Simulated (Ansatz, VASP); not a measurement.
**Two plane-wave programs on Sn**

INCAR

```
SYSTEM = Sn
PREC = Accurate
ENCUT = 520
EDIFF = 1E-6
ISMEAR = 0
SIGMA = 0.15
LREAL = .False.
LASPH = .True.
NELM = 60
ALGO = Fast
ISIF = 2
LWAVE = .False.
LCHARG = .False.
GGA = PE
IVDW = 12
NBANDS = 13
```

KPOINTS

```
Automatic mesh
0
Gamma
  24 24 24
  0 0 0
```

Contents of POSCAR:

```
Sn
1.0
   -1.7544065426      1.7370675593      2.1674907457
    1.7544065426     -1.7370675593      2.1674907457
    1.7544065426      1.7370675593     -2.1674907457
Sn
1
Direct
    0.0000000000      0.0000000000      0.0000000000
```

Input for Ansatz:

```yaml
crystal:
  lattice:
    - [-1.7544065426, 1.7370675593, 2.1674907457]
    - [1.7544065426, -1.7370675593, 2.1674907457]
    - [1.7544065426, 1.7370675593, -2.1674907457]
  atoms:
    - { symbol: Sn, position: [0.0, 0.0, 0.0] }
basis:
  ecutwfc: 420
kpoints:
  mp_grid: { grid: [24, 24, 24] }
hamiltonian:
  xc: pbe
  dispersion: d3bj
scf:
  occupations: { method: gaussian, width: 0.15 }
output:
  forces: true
  stress: true
  eigenvalues: true
  write_density: true
  write_potential: true
  elf: true
  volumetric_format: npy
```

Change from the starting cell: strain -0.0100 x Voigt [0, 1, 0, 0, 0, 0], atoms carried along.

Alike in both runs: task single point; functional PBE; dispersion D3(BJ); k mesh 24 × 24 × 24; occupations gaussian, width 0.15 eV; no spin polarisation.

```csv
,VASP,Ansatz
version,VASP 6.6.1,Ansatz 0.2.0
potentials or method,"VASP PAW PBE potentials, release 64 (Sn_d), cutoff 520 eV","scalar-relativistic, plane waves, PAW"
valence electrons in the cell,14,14
```

Ansatz gave:

| Quantity | Value |
| --- | --- |
| gap on the k mesh at the Fermi level (eV) | none |
| pressure (GPa) | 0.5 |
| traceless stress, the component that is largest in VASP (GPa) | 0.07 |

Problem. Which values does VASP return?

Solution. gap on the k mesh at the Fermi level (eV): none; pressure (GPa): 0.5; traceless stress, the component that is largest in VASP (GPa): 0.06.

A gap of «none» marks a metal or a gap that the smearing closes.
